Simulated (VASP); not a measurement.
# Si2W (P6_222) in VASP: further runs

Si2W is run at these levels: PBE; tasks: single point.

Program: VASP 6.6.1. These are calculated values, not measurements. Logs are shortened: lines on timing, memory, paths and dates and some standing lists are left out, and cuts for length are marked.

## Step 1: The cell of the first run

Symmetry: P6_222, No. 180, hexagonal system. Conventional cell: a = 4.614 Å, b = 4.614 Å, c = 6.647 Å, α = 90.00°, β = 90.00°, γ = 120.00°. Si (site symmetry 2) has 9 Si at 2.52 to 3.29 Å and 5 W at 2.61 to 2.74 Å within 3.3 Å. W (site symmetry 222) has 10 Si at 2.61 to 2.74 Å and 4 W at 3.20 Å within 3.4 Å.

## Step 2: Single point, PBE

File INCAR:

```
PREC     = Accurate       # precision mode
ENCUT    = 520            # plane-wave cutoff, eV
EDIFF    = 1E-6           # SCF threshold, eV
ISMEAR   = 0              # smearing method
SIGMA    = 0.03           # smearing width, eV
LREAL    = F              # projectors in reciprocal space
LASPH    = T              # aspherical terms in the spheres
NELM     = 80             # most SCF steps
ALGO     = Normal         # electronic algorithm
ISIF     = 2              # what is computed and relaxed
LWAVE    = F              # write WAVECAR
LCHARG   = F              # write CHGCAR
GGA      = PE             # functional
NBANDS   = 43             # bands
```

File KPOINTS:

```
Automatic mesh
0
Gamma
  9 9 6
```

File POSCAR:

```
Si2W
1.0
    4.6143995253      0.0000000000      0.0000000000
   -2.3071997627      3.9961872121      0.0000000000
    0.0000000000      0.0000000000      6.6468916183
Si W
6 3
Direct
    0.8425991990      0.6851983979      0.5000000000
    0.1574008010      0.8425991990      0.8333333333
    0.6851983979      0.8425991990      0.1666666667
    0.1574008010      0.3148016021      0.5000000000
    0.8425991990      0.1574008010      0.8333333333
    0.3148016021      0.1574008010      0.1666666667
    0.0000000000      0.5000000000      0.1666666667
    0.5000000000      0.5000000000      0.8333333333
    0.5000000000      0.0000000000      0.5000000000
```

Potentials or basis: VASP PAW PBE potentials, release 64 (Si, W_sv).

Command:

```bash
$ cat potpaw_PBE.64/Si/POTCAR potpaw_PBE.64/W_sv/POTCAR > POTCAR
$ mpirun -np 1 vasp_std > vasp.out
```

OUTCAR:

```text
PREC = Accurate
   ENCUT = 520
   EDIFF = 1E-6
   ISMEAR = 0
   LREAL = F
   LASPH = T
   NELM = 80
   ISIF = 2
   GGA = PE

 ion  position               nearest neighbor table
   1  0.843  0.685  0.500-   4 2.52   2 2.55   3 2.55   7 2.61   8 2.61   9 2.63   9 2.63   9 2.74
                             4 2.74   4 2.74   6 3.11   5 3.11
   2  0.157  0.843  0.833-   5 2.52   1 2.55   6 2.55   9 2.61   7 2.61   8 2.63   8 2.63   8 2.74
                             5 2.74   5 2.74   4 3.11   3 3.11
   3  0.685  0.843  0.167-   6 2.52   1 2.55   5 2.55   9 2.61   8 2.61   7 2.63   7 2.63   7 2.74
                             6 2.74   6 2.74   4 3.11   2 3.11
   4  0.157  0.315  0.500-   1 2.52   5 2.55   6 2.55   7 2.61   8 2.61   9 2.63   9 2.63   9 2.74
                             1 2.74   1 2.74   3 3.11   2 3.11
   5  0.843  0.157  0.833-   2 2.52   4 2.55   3 2.55   9 2.61   7 2.61   8 2.63   8 2.63   8 2.74
                             2 2.74   2 2.74   1 3.11   6 3.11
   6  0.315  0.157  0.167-   3 2.52   4 2.55   2 2.55   9 2.61   8 2.61   7 2.63   7 2.63   7 2.74
                             3 2.74   3 2.74   1 3.11   5 3.11
   7  0.000  0.500  0.167-   1 2.61   4 2.61   2 2.61   5 2.61   6 2.63   3 2.63   6 2.63   3 2.63
                             3 2.74   6 2.74   9 3.20   9 3.20   8 3.20   8 3.20
   8  0.500  0.500  0.833-   1 2.61   4 2.61   3 2.61   6 2.61   2 2.63   5 2.63   2 2.63   5 2.63
                             5 2.74   2 2.74   9 3.20   9 3.20   7 3.20   7 3.20
   9  0.500  0.000  0.500-   3 2.61   6 2.61   5 2.61   2 2.61   4 2.63   1 2.63   4 2.63   1 2.63
                             4 2.74   1 2.74   7 3.20   7 3.20   8 3.20   8 3.20

  LATTYP: Found a hexagonal cell.
 ALAT       =     4.6143995253
 C/A-ratio  =     1.4404672985

  Lattice vectors:

 A1 = (   4.6143995253,   0.0000000000,   0.0000000000)
 A2 = (  -2.3071997627,   3.9961872121,   0.0000000000)
 A3 = (   0.0000000000,   0.0000000000,   6.6468916183)

Analysis of symmetry for initial positions (statically):
=====================================================================
 Subroutine PRICEL returns:
 Original cell was already a primitive cell.

 Routine SETGRP: Setting up the symmetry group for a
 hexagonal supercell.

 Subroutine GETGRP returns: Found 12 space group operations
 (whereof  4 operations were pure point group operations)
 out of a pool of 24 trial point group operations.

The static configuration has the point symmetry D_2 .
 The point group associated with its full space group is D_6 .

Analysis of symmetry for dynamics (positions and initial velocities):
=====================================================================
 Subroutine PRICEL returns:
 Original cell was already a primitive cell.

 Routine SETGRP: Setting up the symmetry group for a
 hexagonal supercell.

 Subroutine GETGRP returns: Found 12 space group operations
 (whereof  4 operations were pure point group operations)
 out of a pool of 24 trial point group operations.

The dynamic configuration has the point symmetry D_2 .
 The point group associated with its full space group is D_6 .

 Subroutine INISYM returns: Found 12 space group operations
 (whereof  4 operations are pure point group operations),
 and found     1 'primitive' translations

----------------------------------------------------------------------------------------

                                     Primitive cell

  volume of cell :     122.5687

  direct lattice vectors                    reciprocal lattice vectors
     4.614399525  0.000000000  0.000000000     0.216712921  0.125119263  0.000000000
    -2.307199763  3.996187212  0.000000000     0.000000000  0.250238527  0.000000000
     0.000000000  0.000000000  6.646891618     0.000000000  0.000000000  0.150446262

  length of vectors
     4.614399525  4.614399525  6.646891618     0.250238527  0.250238527  0.150446262

  position of ions in fractional coordinates (direct lattice)
     0.842599199  0.685198398  0.500000000
     0.157400801  0.842599199  0.833333333
     0.685198398  0.842599199  0.166666667
     0.157400801  0.314801602  0.500000000
     0.842599199  0.157400801  0.833333333
     0.314801602  0.157400801  0.166666667
     0.000000000  0.500000000  0.166666667
     0.500000000  0.500000000  0.833333333
     0.500000000  0.000000000  0.500000000

  ion indices of the primitive-cell ions
   primitive index   ion index
                 1           1
                 2           2
                 3           3
                 4           4
                 5           5
                 6           6
                 7           7
                 8           8
                 9           9

----------------------------------------------------------------------------------------

 KPOINTS: Automatic mesh

Automatic generation of k-mesh.
 Grid dimensions read from file:
 generate k-points for:    9    9    6

 Generating k-lattice:

  Cartesian coordinates                     Fractional coordinates (reciprocal lattice)
     0.024079213  0.013902140  0.000000000     0.111111111  0.000000000  0.000000000
     0.000000000  0.027804281  0.000000000     0.000000000  0.111111111  0.000000000
     0.000000000  0.000000000  0.025074377     0.000000000  0.000000000  0.166666667

  Length of vectors
     0.027804281  0.027804281  0.025074377

  Shift w.r.t. Gamma in fractional coordinates (k-lattice)
     0.000000000  0.000000000  0.000000000

 Subroutine IBZKPT returns following result:
 ===========================================

 Found     48 irreducible k-points:

 Following reciprocal coordinates:
            Coordinates               Weight
  0.000000  0.000000  0.000000      1.000000
  0.111111 -0.000000  0.000000      6.000000
  0.222222 -0.000000  0.000000      6.000000
  0.333333  0.000000  0.000000      6.000000
  0.444444 -0.000000  0.000000      6.000000
  0.111111  0.111111  0.000000      6.000000
[... 16 lines left out ...]
  0.333333  0.222222  0.166667     24.000000
  0.333333  0.333333  0.166667      4.000000
 [... further k-points ...]
   k-points           NKPTS =     48   k-points in BZ     NKDIM =     48   number of bands    NBANDS=     43
   number of dos      NEDOS =    301   number of ions     NIONS =      9
   total plane-waves  NPLWV =  64800
   dimension x,y,z NGX =    36 NGY =   36 NGZ =   50
   dimension x,y,z NGXF=    72 NGYF=   72 NGZF=  100
   ions per type =               6   3
   NGX,Y,Z   is equivalent  to a cutoff of  12.97, 12.97, 12.51 a.u.
   NGXF,Y,Z  is equivalent  to a cutoff of  25.94, 25.94, 25.01 a.u.
 SYSTEM =  unknown system
   PREC   = accura    normal or accurate (medium, high low for compatibility)
   ISTART =      0    job   : 0-new  1-cont  2-samecut
   ICHARG =      2    charge: 1-file 2-atom 10-const
   ISPIN  =      1    spin polarized calculation?
   LNONCOLLINEAR =      F non collinear calculations
   LSORBIT =      F    spin-orbit coupling
   LASPH  =      T    aspherical Exc in radial PAW
   ENCUT  =  520.0 eV  38.22 Ry    6.18 a.u.   8.58  8.58 12.36*2*pi/ulx,y,z
   NELM   =     80;   NELMIN=  2; NELMDL= -5     # of ELM steps
   EDIFF  = 0.1E-05   stopping-criterion for ELM
   LREAL  =      F    real-space projection
[... 7 lines left out ...]
   TEBEG  =    0.0;   TEEND  =   0.0 temperature during run
   PSTRESS=    0.0 pullay stress
   NELECT =      66.0000    total number of electrons
   NUPDOWN=      -1.0000    fix difference up-down
   EMIN   =  10.00;   EMAX   =-10.00  energy-range for DOS
   EFERMI =   0.00;   METHOD = LEGACY
   ISMEAR =     0;   SIGMA  =   0.03  broadening in eV -4-tet -1-fermi 0-gaus
   EFERMI_NEDOS =   21; number of points for ismear=-14 and -15
   IALGO  =     38    algorithm
   IMIX   =      4    mixing-type and parameters
     AMIX     =   0.40;   BMIX     =  1.00
     AMIX_MAG =   1.60;   BMIX_MAG =  1.00
  volume/ion in A,a.u.               =      13.62        91.90
  Fermi-wavevector in a.u.,A,eV,Ry     =   1.331873  2.516876 24.135194  1.773887
  Thomas-Fermi vector in A             =   2.460851
   LORBIT       =      0    0 simple, 1 ext, 2 COOP (PROOUT), +10 PAW based schemes
   GGA     = PE    functional components
   LHFCALC =     F    Hartree Fock is set to
   AEXX    =    0.0000 exact exchange contribution
   IVDW    =     0    specifies the selected vdW correction
   LEPSILON=     F    determine dielectric tensor
   LRPA    =     F    only Hartree local field effects (RPA)
 non-spin polarized calculation
 Gauss-broadening in eV      SIGMA  =   0.03
  energy-cutoff  :      520.00
  volume of cell :      122.57
 maximum number of plane-waves:      3325
 NGX is ok and might be reduce to    36
   NGX = 17   NGY = 17   NGZ = 25

 number of electron      66.0000006 magnetization

 Free energy of the ion-electron system (eV)
  ---------------------------------------------------
  ext. energy  EPLUGINS =         0.00000000
  ---------------------------------------------------
  free energy    TOTEN  =       -73.70442651 eV

  energy without entropy =      -73.70404864  energy(sigma->0) =      -73.70423757

 E-fermi :  12.3710     XC(G=0): -12.4761

 val. band max:       12.3614546150   @ k =   0.2222   0.2222   0.0000
 cond. band min:      12.3805615266   @ k =   0.4444  -0.0000   0.5000
 fundamental gap:      0.0191069116
 Fermi energy:        12.3710117439

 k-point     1 :       0.0000    0.0000    0.0000
  band No.  band energies     occupation
      1     -61.9591      2.00000
      2     -61.9473      2.00000
      3     -61.9473      2.00000
      4     -26.3265      2.00000
      5     -26.3265      2.00000
      6     -26.2997      2.00000
[... 35 lines left out ...]
     42      15.1496      0.00000
     43      15.5170      0.00000

 k-point     2 :       0.1111   -0.0000    0.0000
  band No.  band energies     occupation
      1     -61.9587      2.00000
      2     -61.9476      2.00000
      3     -61.9472      2.00000
      4     -26.3281      2.00000
      5     -26.3273      2.00000
      6     -26.3128      2.00000
[... 1004 lines left out ...]
 k-point    24 :       0.3333    0.3333    0.1667
  band No.  band energies     occupation
      1     -61.9541      2.00000
      2     -61.9518      2.00000
      3     -61.9475      2.00000
      4     -26.3494      2.00000
      5     -26.3352      2.00000
      6     -26.3274      2.00000
[... 35 lines left out ...]
     42      15.4807      0.00000
     43      15.6141      0.00000

 [... further k-points ...]
[... 5 lines left out ...]
  --------------------------------------------------------------------------------------
  -------------------------------------------------------------------------------------
  Total        0.4507265      0.4507265     -0.4790331     -0.0000000      0.0000000      0.0000000
  in kB        5.8917470      5.8917470     -6.2617607     -0.0000000      0.0000000      0.0000000
  external PRESSURE =       1.8405777 kB  Pullay stress =       0.0000000 kB

 VOLUME and BASIS-vectors are now :
 -----------------------------------------------------------------------------
  energy-cutoff  :      520.00
  volume of cell :      122.57
      direct lattice vectors                 reciprocal lattice vectors
     4.614399525  0.000000000  0.000000000     0.216712921  0.125119263  0.000000000
    -2.307199763  3.996187212  0.000000000     0.000000000  0.250238527  0.000000000
     0.000000000  0.000000000  6.646891618     0.000000000  0.000000000  0.150446262

 POSITION                                       TOTAL-FORCE (eV/Angst)
 -----------------------------------------------------------------------------------
      2.30720      2.73818      3.32345         0.000000     -0.876011      0.000000
     -1.21773      3.36718      5.53908         0.758648     -0.438006      0.000000
      1.21773      3.36718      1.10782        -0.758648     -0.438006     -0.000000
     -0.00000      1.25801      3.32345        -0.000000      0.876011      0.000000
      3.52493      0.62900      5.53908        -0.758648      0.438006      0.000000
      1.08947      0.62900      1.10782         0.758648      0.438006     -0.000000
     -1.15360      1.99809      1.10782         0.000000      0.000000     -0.000000
      1.15360      1.99809      5.53908         0.000000     -0.000000     -0.000000
      2.30720      0.00000      3.32345         0.000000      0.000000      0.000000
 -----------------------------------------------------------------------------------
    total drift:                               -0.000000     -0.000000      0.000000

  FREE ENERGIE OF THE ION-ELECTRON SYSTEM (eV)
  ---------------------------------------------------
  free  energy   TOTEN  =       -73.7044265097 eV

  energy  without entropy=      -73.7040486390  energy(sigma->0) =      -73.70423757
```

It took 6.5 min on 1 thread of Intel Xeon 8259CL, shared host; peak memory 0.36 GiB.

What came out:

- Free energy: -73.7044 eV
- Pressure: 0.2 GPa
- Largest force: 0.876 eV/Å
- Band gap on the k mesh: zero (bands 33 and 34 overlap by 0.02 eV)

Forces on the atoms (eV/Å):
```
Si   0.000 -0.876  0.000
Si   0.759 -0.438  0.000
Si  -0.759 -0.438  0.000
Si   0.000  0.876  0.000
Si  -0.759  0.438  0.000
Si   0.759  0.438  0.000
W    0.000  0.000  0.000
W    0.000  0.000  0.000
W    0.000  0.000  0.000
```

Stress tensor (GPa, compression positive):
```
 0.59  0.00  0.00
 0.00  0.59  0.00
 0.00  0.00 -0.63
```

Caveat: spin-orbit coupling is left out, which moves the levels of the heavy elements.

(Continued in part 2 of 2.)

The gap in the log of VASP goes by the Fermi energy; the results here count the filled bands.